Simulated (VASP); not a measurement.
# CuO in VASP: a series of runs

The runs below take CuO through single point, with PBEsol, PBE.

Everything below comes from runs of VASP 6.6.1. Logs are shortened: lines on timing, memory, paths and dates and some standing lists are left out, and cuts for length are marked.

## Step 1: The cell of the first run

The typed cell holds 4 atoms: a = 2.880 Å, b = 2.880 Å, c = 5.176 Å, α = 89.81°, β = 89.81°, γ = 89.22°.

## Step 2: Single point, PBEsol (atoms moved at random)

File INCAR:

```
SYSTEM = CuO
PREC = Accurate
ENCUT = 700
EDIFF = 1E-6
ISMEAR = -1
SIGMA = 0.05
LREAL = .False.
LASPH = .True.
NELM = 120
ALGO = Normal
ISIF = 2
LWAVE = .False.
LCHARG = .False.
GGA = PS
NBANDS = 33
GGA_COMPAT = .False.
```

File KPOINTS:

```
regular mesh
0
Gamma
  9 9 5
  0 0 0
```

File POSCAR:

```
CuO
1.0
    2.8795009639      0.0000000000      0.0000000000
    0.0390727580      2.8792794796      0.0000000000
    0.0174953863      0.0172449008      5.1763391994
Cu O
2 2
Direct
   -0.0130100000      0.5065550000     -0.0001290000
    0.4863870000      0.0009910000      0.5025370000
    0.9959260000     -0.0093790000      0.7470280000
    0.0000390000      0.9917150000      0.2500130000
```

Potentials or basis: VASP PAW PBE potentials, release 64 (Cu_sv_GW, O).

The run is started by

```
> cat potpaw_PBE.64/Cu_sv_GW/POTCAR potpaw_PBE.64/O/POTCAR > POTCAR
> mpirun -np 1 vasp_std > vasp.out
```

OUTCAR:

```text
SYSTEM = CuO
   PREC = Accurate
   ENCUT = 700
   EDIFF = 1E-6
   ISMEAR = -1
   LREAL = .False.
   LASPH = .True.
   NELM = 120
   ISIF = 2
   GGA = PS

 ion  position               nearest neighbor table
   1  0.987  0.507  1.000-   4 1.91   3 1.91   4 1.97   3 1.98
   2  0.486  0.001  0.503-   3 1.89   4 1.92   3 1.94   4 1.97
   3  0.996  0.991  0.747-   2 1.89   1 1.91   2 1.94   1 1.98
   4  0.000  0.992  0.250-   1 1.91   2 1.92   1 1.97   2 1.97

  LATTYP: Found a base centered monoclinic cell.
 ALAT       =    11.1169163425
 B/A-ratio  =     0.3638182808
 C/A-ratio  =     0.4656324948
 COS(beta)  =    -0.9295148209

  Lattice vectors:

 A1 = (   2.8620055776,  -0.0172449008,  -5.1763391994)
 A2 = (   0.0215773717,   2.8620345788,  -5.1763391994)
 A3 = (   0.0174953863,   0.0172449008,   5.1763391994)

Analysis of symmetry for initial positions (statically):
=====================================================================
 Subroutine PRICEL returns:
 Original cell was already a primitive cell.

 Routine SETGRP: Setting up the symmetry group for a
 base centered monoclinic supercell.

 Subroutine GETGRP returns: Found  1 space group operations
 (whereof  1 operations were pure point group operations)
 out of a pool of  4 trial point group operations.

The static configuration has the point symmetry C_1 .

Analysis of symmetry for dynamics (positions and initial velocities):
=====================================================================
 Subroutine PRICEL returns:
 Original cell was already a primitive cell.

 Routine SETGRP: Setting up the symmetry group for a
 base centered monoclinic supercell.

 Subroutine GETGRP returns: Found  1 space group operations
 (whereof  1 operations were pure point group operations)
 out of a pool of  4 trial point group operations.

The dynamic configuration has the point symmetry C_1 .

 Subroutine INISYM returns: Found  1 space group operations
 (whereof  1 operations are pure point group operations),
 and found     1 'primitive' translations

----------------------------------------------------------------------------------------

                                     Primitive cell

  volume of cell :      42.9164

  direct lattice vectors                    reciprocal lattice vectors
     2.879500964  0.000000000  0.000000000     0.347282398 -0.004712735 -0.001158071
     0.039072758  2.879279480  0.000000000     0.000000000  0.347309112 -0.001157055
     0.017495386  0.017244901  5.176339199     0.000000000  0.000000000  0.193186722

  length of vectors
     2.879500964  2.879544582  5.176397491     0.347316304  0.347311040  0.193186722

  position of ions in fractional coordinates (direct lattice)
     0.986990000  0.506555000  0.999871000
     0.486387000  0.000991000  0.502537000
     0.995926000  0.990621000  0.747028000
     0.000039000  0.991715000  0.250013000

  ion indices of the primitive-cell ions
   primitive index   ion index
                 1           1
                 2           2
                 3           3
                 4           4

----------------------------------------------------------------------------------------

 KPOINTS: regular mesh

Automatic generation of k-mesh.
 Grid dimensions read from file:
 generate k-points for:    9    9    5

 Generating k-lattice:

  Cartesian coordinates                     Fractional coordinates (reciprocal lattice)
     0.038586933 -0.000523637 -0.000128675     0.111111111 -0.000000000 -0.000000000
     0.000000000  0.038589901 -0.000128562     0.000000000  0.111111111 -0.000000000
     0.000000000  0.000000000  0.038637344     0.000000000  0.000000000  0.200000000

  Length of vectors
     0.038590700  0.038590116  0.038637344

  Shift w.r.t. Gamma in fractional coordinates (k-lattice)
     0.000000000  0.000000000  0.000000000

 Subroutine IBZKPT returns following result:
 ===========================================

 Found    203 irreducible k-points:

 Following reciprocal coordinates:
            Coordinates               Weight
  0.000000  0.000000  0.000000      1.000000
  0.111111  0.000000 -0.000000      2.000000
  0.000000 -0.111111  0.000000      2.000000
  0.222222 -0.000000 -0.000000      2.000000
  0.000000 -0.222222  0.000000      2.000000
  0.333333  0.000000 -0.000000      2.000000
[... 16 lines left out ...]
 -0.111111  0.111111 -0.000000      2.000000
  0.222222  0.222222 -0.000000      2.000000
 [... further k-points ...]
   k-points           NKPTS =    203   k-points in BZ     NKDIM =    203   number of bands    NBANDS=     33
   number of dos      NEDOS =    301   number of ions     NIONS =      4
   total plane-waves  NPLWV =  37632
   dimension x,y,z NGX =    28 NGY =   28 NGZ =   48
   dimension x,y,z NGXF=    56 NGYF=   56 NGZF=   96
   ions per type =               2   2
   NGX,Y,Z   is equivalent  to a cutoff of  16.17, 16.17, 15.42 a.u.
   NGXF,Y,Z  is equivalent  to a cutoff of  32.33, 32.33, 30.83 a.u.
 SYSTEM =  CuO
   PREC   = accura    normal or accurate (medium, high low for compatibility)
   ISTART =      0    job   : 0-new  1-cont  2-samecut
   ICHARG =      2    charge: 1-file 2-atom 10-const
   ISPIN  =      1    spin polarized calculation?
   LNONCOLLINEAR =      F non collinear calculations
   LSORBIT =      F    spin-orbit coupling
   LASPH  =      T    aspherical Exc in radial PAW
   ENCUT  =  700.0 eV  51.45 Ry    7.17 a.u.   6.21  6.21 11.17*2*pi/ulx,y,z
   NELM   =    120;   NELMIN=  2; NELMDL= -5     # of ELM steps
   EDIFF  = 0.1E-05   stopping-criterion for ELM
   LREAL  =      F    real-space projection
   EDIFFG = 0.1E-04   stopping-criterion for IOM
   NSW    =      0    number of steps for IOM
   IBRION =     -1    ionic relax: 0-MD 1-quasi-New 2-CG
   NFREE  =      0    steps in history (QN), initial steepest desc. (CG)
   ISIF   =      2    stress and relaxation
   ISYM   =      2    0-nonsym 1-usesym 2-fastsym
   POTIM  = 0.5000    time-step for ionic-motion
   TEBEG  =    0.0;   TEEND  =   0.0 temperature during run
   PSTRESS=    0.0 pullay stress
   NELECT =      50.0000    total number of electrons
   NUPDOWN=      -1.0000    fix difference up-down
   EMIN   =  10.00;   EMAX   =-10.00  energy-range for DOS
   EFERMI =   0.00;   METHOD = LEGACY
   ISMEAR =    -1;   SIGMA  =   0.05  broadening in eV -4-tet -1-fermi 0-gaus
   EFERMI_NEDOS =   21; number of points for ismear=-14 and -15
   IALGO  =     38    algorithm
   IMIX   =      4    mixing-type and parameters
     AMIX     =   0.40;   BMIX     =  1.00
     AMIX_MAG =   1.60;   BMIX_MAG =  1.00
  volume/ion in A,a.u.               =      10.73        72.40
  Fermi-wavevector in a.u.,A,eV,Ry     =   1.722623  3.255285 40.374336  2.967430
  Thomas-Fermi vector in A             =   2.798653
   LORBIT       =      0    0 simple, 1 ext, 2 COOP (PROOUT), +10 PAW based schemes
   GGA     = PS    functional components
   LHFCALC =     F    Hartree Fock is set to
   AEXX    =    0.0000 exact exchange contribution
   IVDW    =     0    specifies the selected vdW correction
   LEPSILON=     F    determine dielectric tensor
   LRPA    =     F    only Hartree local field effects (RPA)
 non-spin polarized calculation
  energy-cutoff  :      700.00
  volume of cell :       42.92
 maximum number of plane-waves:      1823
 NGX is ok and might be reduce to    28
   NGX = 13   NGY = 13   NGZ = 23

 number of electron      50.0000006 magnetization

 Free energy of the ion-electron system (eV)
  ---------------------------------------------------
  ext. energy  EPLUGINS =         0.00000000
  ---------------------------------------------------
  free energy    TOTEN  =       -21.63817897 eV

  energy without entropy =      -21.61881843  energy(sigma->0) =      -21.62849870

 E-fermi :   5.1133     XC(G=0): -12.1325

 val. band max:        5.1065654825   @ k =  -0.4444   0.4444  -0.4000
 cond. band min:       5.1361370602   @ k =  -0.2222   0.1111   0.0000
 fundamental gap:      0.0295715777
 Fermi energy:         5.1133080541

 k-point     1 :       0.0000    0.0000    0.0000
  band No.  band energies     occupation
      1    -107.3710      2.00000
      2    -107.3236      2.00000
      3     -65.0272      2.00000
      4     -64.9882      2.00000
      5     -64.9722      2.00000
      6     -64.9352      2.00000
[... 25 lines left out ...]
     32      19.8108      0.00000
     33      20.1928      0.00000

 k-point     2 :       0.1111    0.0000   -0.0000
  band No.  band energies     occupation
      1    -107.3708      2.00000
      2    -107.3234      2.00000
      3     -65.0289      2.00000
      4     -64.9878      2.00000
      5     -64.9721      2.00000
      6     -64.9350      2.00000
[... 25 lines left out ...]
     32      20.0779      0.00000
     33      20.1782      0.00000

 k-point     3 :       0.0000   -0.1111    0.0000
  band No.  band energies     occupation
      1    -107.3708      2.00000
      2    -107.3234      2.00000
      3     -65.0270      2.00000
      4     -64.9879      2.00000
      5     -64.9740      2.00000
      6     -64.9349      2.00000
[... 25 lines left out ...]
     32      20.0212      0.00000
     33      20.1870      0.00000

 k-point     4 :       0.2222   -0.0000   -0.0000
  band No.  band energies     occupation
      1    -107.3706      2.00000
      2    -107.3232      2.00000
      3     -65.0334      2.00000
      4     -64.9873      2.00000
      5     -64.9718      2.00000
      6     -64.9348      2.00000
[... 673 lines left out ...]
     32      18.4967      0.00000
     33      20.2228      0.00000

 k-point    23 :      -0.1111    0.1111   -0.0000
  band No.  band energies     occupation
      1    -107.3706      2.00000
      2    -107.3231      2.00000
      3     -65.0286      2.00000
      4     -64.9876      2.00000
      5     -64.9737      2.00000
      6     -64.9347      2.00000
[... 25 lines left out ...]
     32      18.7889      0.00000
     33      20.2686      0.00000

 k-point    24 :       0.2222    0.2222   -0.0000
  band No.  band energies     occupation
      1    -107.3703      2.00000
      2    -107.3229      2.00000
      3     -65.0332      2.00000
      4     -64.9867      2.00000
      5     -64.9781      2.00000
      6     -64.9341      2.00000
[... 25 lines left out ...]
     32      17.2088      0.00000
     33      20.8382      0.00000

 [... further k-points ...]

------------------------ aborting loop because EDIFF is reached ----------------------------------------

  FORCE on cell =-STRESS in cart. coord.  units (eV):
  Direction    XX          YY          ZZ          XY          YZ          ZX
  --------------------------------------------------------------------------------------
  -------------------------------------------------------------------------------------
  Total       -0.7731634     -0.9152905     -1.7919665      0.0075655     -0.0580103     -0.0319079
  in kB      -28.8641043    -34.1700608    -66.8985478      0.2824372     -2.1656670     -1.1912022
  external PRESSURE =     -43.3109043 kB  Pullay stress =       0.0000000 kB

 VOLUME and BASIS-vectors are now :
 -----------------------------------------------------------------------------
  energy-cutoff  :      700.00
  volume of cell :       42.92
      direct lattice vectors                 reciprocal lattice vectors
     2.879500964  0.000000000  0.000000000     0.347282398 -0.004712735 -0.001158071
     0.039072758  2.879279480  0.000000000     0.000000000  0.347309112 -0.001157055
     0.017495386  0.017244901  5.176339199     0.000000000  0.000000000  0.193186722

 POSITION                                       TOTAL-FORCE (eV/Angst)
 -----------------------------------------------------------------------------------
      2.87932      1.47576      5.17567         0.131435     -0.637649     -0.010480
      1.40938      0.01152      2.60130         0.511197     -0.121120     -0.310983
      2.91955      2.86516      3.86687        -0.329599      0.395588      0.276866
      0.04324      2.85974      1.29415        -0.313033      0.363181      0.044598
 -----------------------------------------------------------------------------------
    total drift:                               -0.001884     -0.000056     -0.000535

  FREE ENERGIE OF THE ION-ELECTRON SYSTEM (eV)
  ---------------------------------------------------
  free  energy   TOTEN  =       -21.6381789663 eV

  energy  without entropy=      -21.6188184332  energy(sigma->0) =      -21.62849870
```

Wall time 8.9 min (1 thread of AMD EPYC 7R43 (Zen 3), shared host); peak memory 0.49 GiB.

Results:

```
Free energy            : -21.6382 eV
Pressure               : -4.3 GPa
Largest force          : 0.651 eV/Å
Band gap on the k mesh : zero (bands 25 and 26 overlap by 0.93 eV)
```

Forces in eV/Å, atoms in the order of the input:
```
Cu   0.131 -0.638 -0.010
Cu   0.511 -0.121 -0.311
O   -0.330  0.396  0.277
O   -0.313  0.363  0.045
```

Levels at points of the mesh, in eV from the Fermi level:
```
           k point  band 22  band 23  band 24  band 25  band 26  band 27  band 28  band 29
(0.00, 0.00, 0.00)    -2.38    -2.31    -2.00     0.66     0.72     1.42     6.05     7.27
```

Caveat: the cell differs from its parent crystal (atoms moved at random); the cell stands under tension; the PAW data sets were made with another functional, which shifts forces and pressure a little; semilocal functionals often make such compounds metallic where correlation or magnetic order opens a gap, which also shifts bond lengths.

## Step 3: Single point, PBEsol

This run uses another cell than the first one, of 10.30 Å³/atom.

INCAR is that of step 2.

File KPOINTS:

```
Automatic mesh
0
Gamma
  9 9 5
  0 0 0
```

File POSCAR:

```
CuO
1.0
    2.8405840181      0.0000000000      0.0000000000
    0.0385446830      2.8403655272      0.0000000000
    0.0172589332      0.0170118330      5.1063800938
Cu O
2 2
Direct
    0.0000000000      0.5000000000      0.0000000000
    0.5000000000      0.0000000000      0.5000000000
    0.9984239700      0.0016717800      0.7498871000
    0.0015760300      0.9983282200      0.2501129000
```

Potentials or basis: VASP PAW PBE potentials, release 64 (Cu_sv_GW, O).

The run is started by

```
> cat potpaw_PBE.64/Cu_sv_GW/POTCAR potpaw_PBE.64/O/POTCAR > POTCAR
> mpirun -np 1 vasp_std > vasp.out
```

It took 4.7 min on 1 thread of Intel Xeon 6975P-C (Granite Rapids), shared host; peak memory 0.51 GiB.

The run converged. Its results:

| Item | Value |
| --- | --- |
| Free energy | -21.6493 eV |
| Pressure | 2.9 GPa |
| Largest force | 0.012 eV/Å |
| Band gap on the k mesh | zero (bands 25 and 26 overlap by 0.99 eV) |

Forces on the atoms (eV/Å):
```
Cu   0.000  0.000  0.000
Cu   0.000  0.000  0.000
O    0.003 -0.004  0.011
O   -0.003  0.004 -0.011
```

Stress tensor (GPa, compression positive):
```
 3.29 -0.04  0.01
-0.04  3.23  0.03
 0.01  0.03  2.31
```

Levels at points of the mesh, in eV from the Fermi level:
```csv
k point,band 23,band 24,band 25,band 26,band 27,band 28
"(0.00, 0.00, 0.00)",-2.46,-2.14,0.70,0.73,1.54,6.06
```

Caveat: the PAW data sets were made with another functional, which shifts forces and pressure a little; semilocal functionals often make such compounds metallic where correlation or magnetic order opens a gap, which also shifts bond lengths.

## Step 4: Single point, PBE

This run uses another cell than the first one, of 10.09 Å³/atom.

File INCAR:

```
ALGO = Normal
EDIFF = 1E-6
ENCUT = 700
GGA = PE
GGA_COMPAT = False
ISIF = 2
ISMEAR = -1
LASPH = True
LCHARG = False
LREAL = False
LWAVE = False
NBANDS = 33
NELM = 120
PREC = Accurate
SIGMA = 0.05
```

File KPOINTS:

```
k-points
0
Gamma
  9 9 5
```

File POSCAR:

```
CuO
1.0
    2.8207191443      0.0000000000      0.0000000000
    0.0382751310      2.8205021813      0.0000000000
    0.0171382374      0.0168928653      5.0706699737
Cu O
2 2
Direct
    0.0000000000      0.5000000000      0.0000000000
    0.5000000000      0.0000000000      0.5000000000
    0.9984239700      0.0016717800      0.7498871000
    0.0015760300      0.9983282200      0.2501129000
```

The run is started by

```
> cat potpaw_PBE.64/Cu_sv_GW/POTCAR potpaw_PBE.64/O/POTCAR > POTCAR
> mpirun -np 1 vasp_std > vasp.out
```

It took 4.1 min on 1 thread of Intel Xeon 6975P-C (Granite Rapids), shared host; peak memory 0.48 GiB.

Results (log left out):

| Property | Result |
| --- | --- |
| Free energy | -19.6678 eV |
| Pressure | 15.7 GPa |
| Largest force | 0.012 eV/Å |
| Band gap on the k mesh | zero (bands 25 and 26 overlap by 0.99 eV) |

Forces in eV/Å, atoms in the order of the input:
```
Cu   0.000  0.000  0.000
Cu   0.000  0.000  0.000
O   -0.001 -0.001  0.012
O    0.001  0.001 -0.012
```

Stress tensor (GPa, compression positive):
```
14.71  0.05  0.04
 0.05 14.63  0.06
 0.04  0.06 17.76
```

Levels at points of the mesh, in eV from the Fermi level:
```csv
k point,band 23,band 24,band 25,band 26,band 27,band 28
"(0.00, 0.00, 0.00)",-2.56,-2.22,0.69,0.73,1.65,6.20
```

Caveat: the cell stands under pressure; semilocal functionals often make such compounds metallic where correlation or magnetic order opens a gap, which also shifts bond lengths. With open d or f shells a metallic result of PBE can be an artefact of self-interaction; +U or a hybrid may open a gap.

## Step 5: Summary

| level | cell | gap on the mesh (eV) | pressure (GPa) | largest force (eV/Å) |
| --- | --- | --- | --- | --- |
| PBEsol | a = 2.880, b = 2.880, c = 5.176 Å, angles 89.8, 89.8, 89.2°, 4 atoms, atomic positions A | none | -4.3 | 0.65 |
| PBEsol | a = 2.841, b = 2.841, c = 5.106 Å, angles 89.8, 89.8, 89.2°, 4 atoms, atomic positions B | none | 2.9 | 0.01 |
| PBE | a = 2.821, b = 2.821, c = 5.071 Å, angles 89.8, 89.8, 89.2°, 4 atoms, atomic positions B | none | 15.7 | 0.01 |

Alike in all rows: task single point; potentials or basis VASP PAW PBE potentials, release 64 (Cu_sv_GW, O); no spin polarisation; k mesh 9 × 9 × 5; cutoff (eV) 700; smearing fermi-dirac 0.05 eV.

Caveats: semilocal functionals often make such compounds metallic where correlation or magnetic order opens a gap, which also shifts bond lengths; the PAW data sets were made with another functional, which shifts forces and pressure a little (at least some runs); the cell stands under tension (at least some runs); the cell stands under pressure (at least some runs).

Absolute energies hang on the potentials; compare differences alone.
